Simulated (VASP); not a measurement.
# CdS (Fm-3m) in VASP: notebook, part 2 of 2

VASP 6.6.1. Earlier steps stand in the parts before.

### 4 Single point, r2SCAN

This run uses another cell than the first one, of 22.12 Å³/atom.

POSCAR reads:

```
CdS
1.0
    0.0000000000      2.8072428857      2.8072428857
    2.8072428857      0.0000000000      2.8072428857
    2.8072428857      2.8072428857      0.0000000000
Cd S
1 1
Direct
    0.0000000000      0.0000000000      0.0000000000
    0.5000000000      0.5000000000      0.5000000000
```

INCAR.step1 reads:

```
  PREC = Accurate
  ENCUT = 700
  ISMEAR = -1
  SIGMA = 0.05
  LREAL = F
  LASPH = T
  NELM = 120
  NBANDS = 20
  GGA = PE
  ALGO = Normal
  EDIFF = 1E-5
  LWAVE = T
  LCHARG = F
  GGA_COMPAT = F
```

INCAR.step2 reads:

```
  PREC = Accurate
  ENCUT = 700
  EDIFF = 1E-6
  ISMEAR = -1
  SIGMA = 0.05
  LREAL = F
  LASPH = T
  NELM = 120
  ALGO = Normal
  ISIF = 2
  LWAVE = F
  LCHARG = F
  METAGGA = R2SCAN
  LMIXTAU = T
  NBANDS = 20
  ISTART = 1
  GGA_COMPAT = F
```

KPOINTS reads:

```
Automatic mesh
0
Gamma
  8 8 8
```

Potentials or basis: VASP PAW PBE potentials, release 64 (Cd_sv_GW, S).

The run is started by

```console
$ cat potpaw_PBE.64/Cd_sv_GW/POTCAR potpaw_PBE.64/S/POTCAR > POTCAR
$ cp INCAR.step1 INCAR
$ mpirun -np 1 vasp_std > vasp.out
$ cp INCAR.step2 INCAR
$ mpirun -np 1 vasp_std > vasp.out
```

OUTCAR:

```text
PREC = Accurate
   ENCUT = 700
   EDIFF = 1E-6
   ISMEAR = -1
   LREAL = F
   LASPH = T
   NELM = 120
   ISIF = 2
   METAGGA = R2SCAN
   ISTART = 1

 ion  position               nearest neighbor table
   1  0.000  0.000  0.000-
   2  0.500  0.500  0.500-

  LATTYP: Found a face centered cubic cell.
 ALAT       =     5.6144857714

  Lattice vectors:

 A1 = (   0.0000000000,   2.8072428857,   2.8072428857)
 A2 = (   2.8072428857,   0.0000000000,   2.8072428857)
[... 736 lines left out ...]

------------------------ aborting loop because EDIFF is reached ----------------------------------------

  FORCE on cell =-STRESS in cart. coord.  units (eV):
  Direction    XX          YY          ZZ          XY          YZ          ZX
  --------------------------------------------------------------------------------------
  -------------------------------------------------------------------------------------
  Total       -1.6408767     -1.6408767     -1.6408767      0.0000000     -0.0000000      0.0000000
  in kB      -59.4178011    -59.4178011    -59.4178011      0.0000000     -0.0000000      0.0000000
  external PRESSURE =     -59.4178011 kB  Pullay stress =       0.0000000 kB

 VOLUME and BASIS-vectors are now :
 -----------------------------------------------------------------------------
  energy-cutoff  :      700.00
  volume of cell :       44.25
      direct lattice vectors                 reciprocal lattice vectors
     0.000000000  2.807242886  2.807242886    -0.178110702  0.178110702  0.178110702
     2.807242886  0.000000000  2.807242886     0.178110702 -0.178110702  0.178110702
     2.807242886  2.807242886  0.000000000     0.178110702  0.178110702 -0.178110702

 POSITION                                       TOTAL-FORCE (eV/Angst)
 -----------------------------------------------------------------------------------
      0.00000      0.00000      0.00000         0.000000     -0.000000     -0.000000
      2.80724      2.80724      2.80724         0.000000      0.000000      0.000000
 -----------------------------------------------------------------------------------
    total drift:                               -0.000000      0.000000      0.000000

  FREE ENERGIE OF THE ION-ELECTRON SYSTEM (eV)
  ---------------------------------------------------
  free  energy   TOTEN  =       -29.5164008569 eV

  energy  without entropy=      -29.5163769787  energy(sigma->0) =      -29.51638892
```

OUTCAR.step1:

```text
PREC = Accurate
   ENCUT = 700
   ISMEAR = -1
   LREAL = F
   LASPH = T
   NELM = 120
[... 771 lines left out ...]
 -----------------------------------------------------------------------------------
      0.00000      0.00000      0.00000         0.000000      0.000000      0.000000
      2.80724      2.80724      2.80724         0.000000     -0.000000     -0.000000
 -----------------------------------------------------------------------------------
    total drift:                               -0.000000      0.000000      0.000000

  FREE ENERGIE OF THE ION-ELECTRON SYSTEM (eV)
  ---------------------------------------------------
  free  energy   TOTEN  =        -5.9163559491 eV

  energy  without entropy=       -5.9152274066  energy(sigma->0) =       -5.91579168
```

OSZICAR.step1:

```text
N       E                     dE             d eps       ncg     rms          rms(c)
DAV:   1     0.478097558457E+03    0.47810E+03   -0.16999E+04  1168   0.200E+03
DAV:   2     0.413517221177E+02   -0.43675E+03   -0.40390E+03  1160   0.621E+02
DAV:   3    -0.444982412666E+01   -0.45802E+02   -0.45147E+02  1712   0.233E+02
DAV:   4    -0.644154139668E+01   -0.19917E+01   -0.19901E+01  1596   0.477E+01
DAV:   5    -0.652285361337E+01   -0.81312E-01   -0.81307E-01  1652   0.951E+00    0.138E+01
DAV:   6    -0.593724239002E+01    0.58561E+00   -0.14852E+00  1816   0.180E+01    0.107E+01
DAV:   7    -0.591799320670E+01    0.19249E-01   -0.31269E-01  1744   0.510E+00    0.562E+00
DAV:   8    -0.591732495560E+01    0.66825E-03   -0.34940E-02  1756   0.373E+00    0.620E-01
DAV:   9    -0.591632380086E+01    0.10012E-02   -0.56879E-03  1708   0.193E+00    0.131E-01
DAV:  10    -0.591635981496E+01   -0.36014E-04   -0.37040E-04  1836   0.223E-01    0.801E-02
DAV:  11    -0.591635594915E+01    0.38658E-05   -0.34831E-05  1312   0.472E-02
   1 F= -.59163559E+01 E0= -.59157917E+01  d E =-.112854E-02
```

Wall time 3.3 min (1 thread of AMD EPYC 7R43 (Zen 3), shared host); peak memory 0.21 GiB.

What came out:

- Free energy: -29.5164 eV
- Pressure: -5.9 GPa
- Band gap on the k mesh: 0.74 eV (least direct gap 1.79 eV)

Caveat: the cell stands under tension; semilocal functionals underestimate gaps, and a narrow one can read as zero; the PAW data sets were made with another functional, which shifts forces and pressure a little.

### 5 The runs side by side

```csv
level,potentials or basis,cell,k mesh,cutoff (eV),grid for exact exchange (PRECFOCK),share of exact exchange,screening parameter,gap on the mesh (eV),pressure (GPa)
HSE06,"VASP PAW PBE potentials, release 64 (Cd, S)","a = 3.841 Å, angles 60.0°, 2 atoms",6 × 6 × 6,520,Normal,0.25,0.2079 1/Å,1.23,1.4
PBEsol-based screened hybrid with 25 % exact exchange,"VASP PAW PBE potentials, release 64 (Cd_sv_GW, S)","a = 3.818 Å, angles 60.0°, 2 atoms",4 × 4 × 4,470,Normal,0.25,0.207 1/Å,1.09,-1.9
r2SCAN,"VASP PAW PBE potentials, release 64 (Cd_sv_GW, S)","a = 3.970 Å, angles 60.0°, 2 atoms",8 × 8 × 8,700,-,-,-,0.74,-5.9
```

Alike in all rows: task single point; no spin polarisation; smearing fermi-dirac 0.05 eV.

Caveats: some runs use coarse meshes; the PAW data sets were made with another functional, which shifts forces and pressure a little; the cell stands under tension (at least some runs); semilocal functionals underestimate gaps, and a narrow one can read as zero (at least some runs).

Absolute energies hang on the potentials; compare differences alone.
